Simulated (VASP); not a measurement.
CO2, 12 atoms in the cell. Symmetry: P4_32_12, No. 96, tetragonal system. Conventional cell: a = 4.070 Å, b = 4.070 Å, c = 5.642 Å, α = 90.00°, β = 90.00°, γ = 90.00°. Within 1.8 Å of C (site symmetry 2) lie 4 O at 1.38 to 1.43 Å. O (site symmetry 1) has 2 C at 1.38 to 1.43 Å within 1.8 Å. 

| Property | Result |
| --- | --- |
| Program | VASP 6.6.1 |
| Task | relaxation of cell and atoms |
| Functional | PBE |
| Potentials or basis | VASP PAW PBE potentials, release 64 (C, O) |
| Cutoff | 600 eV |
| k mesh | 6 × 6 × 4 |
| Occupations | gaussian, width 0.02 eV |
| Spin | no spin polarisation |
| Dipole correction | no |
| Further INCAR settings | ALGO = Normal; EDIFF = 1e-06; IBRION = 2; EDIFFG = -0.01; NSW = 80; ISIF = 3 |

Potentials or basis: VASP PAW PBE potentials, release 64 (C, O).

The run is started by

```sh
$ cat potpaw_PBE.64/C/POTCAR potpaw_PBE.64/O/POTCAR > POTCAR
$ mpirun -np 1 vasp_std > vasp.out
```

Hardware: 1 thread of Intel(R) Xeon(R) 6975P-C (Granite Rapids) (shared host).

Task: Estimate the wall time of this run.

Result: Run time: 110 s on 1 thread of Intel(R) Xeon(R) 6975P-C (Granite Rapids) (shared host), peak memory 0.28 GiB. Counts: scf iterations 30, k points 30, ion steps 4.
